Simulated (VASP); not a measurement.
Set up this calculation in VASP 6.6.1, as the native input.

```
Task                   : relaxation of cell and atoms
Functional             : PBE
Dispersion             : D3(BJ)
Potentials or basis    : VASP PAW PBE potentials, release 64 (Mg, I)
Cutoff                 : 600 eV
k mesh                 : 6 × 6 × 4
Occupations            : fermi-dirac, width 0.02 eV
Spin                   : no spin polarisation
Dipole correction      : no
Further INCAR settings : ALGO = Normal; EDIFF = 1e-06; IBRION = 2; EDIFFG = -0.005; NSW = 80; ISIF = 3
```

The structure of MgI2 lies in POSCAR:

```
MgI2
1.0
    4.1400000000      0.0000000000      0.0000000000
   -2.0700000000      3.5853451717      0.0000000000
    0.0000000000      0.0000000000      6.8800000000
Mg I
1 2
Direct
    0.0000000000      0.0000000000      0.0000000000
    0.3333333333      0.6666666667      0.2500000000
    0.6666666667      0.3333333333      0.7500000000
```

These files were run (other wordings do the same):

INCAR

```
SYSTEM = MgI2
PREC = Accurate
ENCUT = 600
EDIFF = 1E-6
ISMEAR = -1
SIGMA = 0.02
LREAL = .FALSE.
LASPH = .TRUE.
NELM = 100
ALGO = Normal
ISIF = 3
LWAVE = .FALSE.
LCHARG = .FALSE.
GGA = PE
IVDW = 12
IBRION = 2
NSW = 80
EDIFFG = -0.005
```

KPOINTS

```
regular mesh
0
G
  6 6 4
  0 0 0
```

Potentials or basis: VASP PAW PBE potentials, release 64 (Mg, I).

Launch:

```bash
$ cat potpaw_PBE.64/Mg/POTCAR potpaw_PBE.64/I/POTCAR > POTCAR
$ mpirun -np 1 vasp_std > vasp.out
```

Results of the run:

The relaxed volume is 33.52 Å³/atom and the relaxed cell is a = 4.123 Å, b = 4.123 Å, c = 6.830 Å, α = 90.00°, β = 90.00°, γ = 120.00°. The space group after relaxing (to 0.05 Å) is P-3m1 (No. 164) and the energy gained by relaxing is 4.5 meV/atom. The ionic steps are 10, the pressure after relaxing is 0.0 GPa and the largest force after relaxing is 0.003 eV/Å. The band gap on the k mesh is 3.52 eV, indirect (least direct gap 3.75 eV). The dispersion energy per atom is -0.316 eV.

Caveat: spin-orbit coupling is left out, which moves the levels of the heavy elements.

Wall time 100 s on 1 thread of AMD EPYC 9R45 96-Core Processor (Zen 5), with other jobs on the host, peak memory 0.25 GiB.
